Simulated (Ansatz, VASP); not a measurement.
## RbBr in VASP and in Ansatz

```
Rb Br
1.0
    -2.47468    2.47468    3.48162
     2.47468   -2.47468    3.48162
     2.47468    2.47468   -3.48162
Rb Br
1 1
Direct
  0.61893 0.61893 0.00000
  0.11965 0.11965 0.00000
```

Alike in both runs: functional PBE; k mesh 4 × 4 × 4; occupations gaussian, width 0.1 eV; no spin polarisation.

Ansatz relaxed the structure, and its values are those at the end. VASP's run is a single point on that final structure, the one shown.

```csv
,VASP,Ansatz
version,VASP 6.6.1,Ansatz 0.2.0
potentials or method,"VASP PAW PBE potentials, release 64 (Rb_sv, Br), cutoff 500 eV","scalar-relativistic, plane waves, PAW"
valence electrons in the cell,16,16
```

|  | VASP | Ansatz | Ansatz less VASP |
| --- | --- | --- | --- |
| gap on the k mesh at the Fermi level (eV) | 4.22 | 4.22 | +0.002 |
| least direct gap on the mesh (eV) | 4.22 | 4.22 | +0.002 |
| pressure (GPa) | 0.2 | 0.2 | -0.01 |

The functional is the same, so the differences come from potentials, cutoffs and numerics.

The k mesh is coarse, so the values compare programs but aren't converged.
